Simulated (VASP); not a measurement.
RbAg4:

```
CELL_PARAMETERS angstrom
5.27916 0.00000 0.00000
-2.63958 4.57189 0.00000
0.00000 0.00000 5.69008
ATOMIC_POSITIONS crystal
Rb 0.00000 0.00000 0.50000
Ag 0.51989 0.00000 0.00000
Ag 0.00000 0.51989 0.00000
Ag 0.48011 0.48011 0.00000
Ag 0.00000 0.00000 0.00000
```

The cell was built from a structure type or drawn by symmetry, and may not be a known phase.

| Item | Value |
| --- | --- |
| Program | VASP 6.6.1 |
| Task | relaxation of cell and atoms |
| Functional | PBE |
| Potentials or basis | VASP PAW PBE potentials, release 64 (Rb_sv, Ag) |
| Cutoff | 600 eV |
| k mesh | 4 × 4 × 3 |
| Occupations | gaussian, width 0.2 eV |
| Spin | no spin polarisation |

At the start: pressure 11.0 GPa; volume 27.47 Å³/atom.

Q: Where does the relaxation end?

A: Over 9 steps the energy falls by 211.8 meV/atom and the volume is 35.56 Å³/atom (+29.4 %); space group P-62m (No. 189, to 0.1 Å) before, P6/mmm (No. 191, to 0.1 Å).

The path:
| step | energy change (eV) | largest force (eV/Å) | pressure (GPa) | volume (Å³) |
| --- | --- | --- | --- | --- |
| 1 | 0.0000 | 0.9455 | 10.99 | 137.33 |
| 2 | -0.7101 | 0.1758 | -1.91 | 178.21 |
| 3 | -0.8235 | 0.3189 | 0.38 | 164.04 |
| 4 | -0.9696 | 0.2595 | 0.25 | 168.45 |
| 5 | -1.0486 | 0.1725 | 0.33 | 174.12 |
| 6 | -1.0509 | 0.1537 | 0.38 | 175.20 |
| 7 | -1.0567 | 0.0938 | -0.21 | 178.35 |
| 8 | -1.0568 | 0.0987 | -0.16 | 178.07 |
| 9 | -1.0591 | 0.0611 | -0.10 | 177.78 |

Final structure:
```yaml
crystal:
  lattice:
    - [5.58278, 0.00000, 0.00000]
    - [-2.79139, 4.83483, 0.00000]
    - [0.00000, 0.00000, 6.58629]
  atoms:
    - { symbol: Rb, position: [0.00000, 0.00000, 0.50000] }
    - { symbol: Ag, position: [0.50248, 0.00000, 0.00000] }
    - { symbol: Ag, position: [0.00000, 0.50248, 0.00000] }
    - { symbol: Ag, position: [0.49752, 0.49752, 0.00000] }
    - { symbol: Ag, position: [0.00000, 0.00000, 0.00000] }
```

Caveat: the k points lie up to 0.32 Å⁻¹ apart in the final cell, too coarse for converged energies and pressures of a metal; the volume moved by over 15 % at a fixed basis, so the end points are rough; the relaxation stopped at a loose force limit of 0.08 eV/Å, so its end isn't a converged minimum.
